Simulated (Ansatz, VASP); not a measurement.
## Cs: VASP beside Ansatz

File POSCAR:

```
Cs
1.0
    0.0000000000      3.8614584382      3.8614584382
    3.8614584382      0.0000000000      3.8614584382
    3.8614584382      3.8614584382      0.0000000000
Cs
1
Direct
    0.0000000000      0.0000000000      0.0000000000
```

Contents of INCAR.step1:

```
PREC = Accurate
ENCUT = 520
ISMEAR = 0
SIGMA = 0.05
LREAL = F
LASPH = T
NELM = 80
NBANDS = 10
GGA = PE
ALGO = Normal
EDIFF = 1E-4
LWAVE = T
LCHARG = F
```

INCAR.step2

```
PREC = Accurate
ENCUT = 520
EDIFF = 1E-6
ISMEAR = 0
SIGMA = 0.05
LREAL = F
LASPH = T
NELM = 80
ALGO = Normal
ISIF = 2
LWAVE = F
LCHARG = T
METAGGA = R2SCAN
LMIXTAU = T
LELF = T
LVHAR = T
NBANDS = 10
ISTART = 1
```

The input KPOINTS:

```
regular mesh
0
Gamma
  10 10 10
```

Input for Ansatz:

```yaml
crystal:
  lattice:
    - [0.0, 3.8614584382, 3.8614584382]
    - [3.8614584382, 0.0, 3.8614584382]
    - [3.8614584382, 3.8614584382, 0.0]
  atoms:
    - { symbol: Cs, position: [0.0, 0.0, 0.0] }
basis:
  ecutwfc: 500
  ecutrho_ratio: 4
kpoints:
  mp_grid: { grid: [10, 10, 10] }
hamiltonian:
  xc: r2scan
scf:
  occupations: { method: gaussian, width: 0.05 }
output:
  forces: true
  stress: true
  eigenvalues: true
```

Alike in both runs: task single point; functional r2SCAN; k mesh 10 × 10 × 10; occupations gaussian, width 0.05 eV; no spin polarisation.

```csv
,VASP,Ansatz
version,VASP 6.6.1,Ansatz 0.2.0
potentials or method,"VASP PAW PBE potentials, release 64 (Cs_sv), cutoff 520 eV","scalar-relativistic, plane waves, PAW"
valence electrons in the cell,9,9
```

```tsv
	VASP	Ansatz	Ansatz less VASP
gap on the k mesh at the Fermi level (eV)	none	none	-
pressure (GPa)	0.2	0.2	+0.01
```

VASP's potentials were made for PBE, not for r2SCAN. A gap of «none» marks a metal or a gap that the smearing closes. With one functional, cell and mesh, what is left measures potentials, basis and numerics.

Neither program's run includes spin-orbit coupling.
